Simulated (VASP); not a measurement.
Write the native input for VASP 6.6.1 that does the following.

```yaml
Task: single point
Functional: PBE
Dispersion: D3(BJ)
Potentials_or_basis: VASP PAW PBE potentials, release 64 (Cr_pv, I)
Cutoff: 520 eV
k_mesh: 6 × 6 × 6
Occupations: gaussian, width 0.05 eV
Spin: no spin polarisation
Dipole_correction: no
Further_INCAR_settings: ALGO = Normal; EDIFF = 1e-07; NBANDS = 43
```

The structure of CrI3 lies in POSCAR:

```
CrI3
1.0
    3.2641077527      1.8845334897      6.2463194506
   -3.2641077527      1.8845334897      6.2463194506
    0.0000000000     -3.7690669794      6.2463194506
Cr I
2 6
Direct
    0.1669447488      0.1669447488      0.1669447488
    0.8330552512      0.8330552512      0.8330552512
    0.7570044513      0.0793177007      0.4180786233
    0.4180786233      0.7570044513      0.0793177007
    0.0793177007      0.4180786233      0.7570044513
    0.5819213767      0.2429955487      0.9206822993
    0.9206822993      0.5819213767      0.2429955487
    0.2429955487      0.9206822993      0.5819213767
```

These files were run (other wordings do the same):

INCAR

```
SYSTEM = CrI3
PREC     = Accurate       ! precision mode
ENCUT    = 520            ! plane-wave cutoff, eV
EDIFF    = 1E-7           ! SCF threshold, eV
ISMEAR   = 0              ! smearing method
SIGMA    = 0.05           ! smearing width, eV
LREAL    = .False.        ! projectors in reciprocal space
LASPH    = .True.         ! aspherical terms in the spheres
NELM     = 80             ! most SCF steps
ALGO     = Normal         ! electronic algorithm
ISIF     = 2              ! what is computed and relaxed
LWAVE    = .False.        ! write WAVECAR
LCHARG   = .False.        ! write CHGCAR
GGA      = PE             ! functional
IVDW     = 12             ! dispersion correction
NBANDS   = 43             ! bands
```

KPOINTS

```
regular mesh
0
Gamma
  6 6 6
  0 0 0
```

Potentials or basis: VASP PAW PBE potentials, release 64 (Cr_pv, I).

Launch:

```bash
$ cat potpaw_PBE.64/Cr_pv/POTCAR potpaw_PBE.64/I/POTCAR > POTCAR
$ mpirun -np 1 vasp_std > vasp.out
```

It gave:

```yaml
Pressure: 0.7 GPa
Largest_force: 0.011 eV/Å
Band_gap_on_the_k_mesh: zero (bands 33 and 34 overlap by 0.20 eV)
Dispersion_energy_per_atom: -0.427 eV
```

Caveat: spin-orbit coupling is left out, which moves the levels of the heavy elements; the run has no spin polarisation, though such a crystal can be magnetic; semilocal functionals often make such compounds metallic where correlation or magnetic order opens a gap, which also shifts bond lengths.

Wall time 19 min on 1 thread of Intel Xeon 8259CL, with other jobs on the host, peak memory 0.56 GiB.
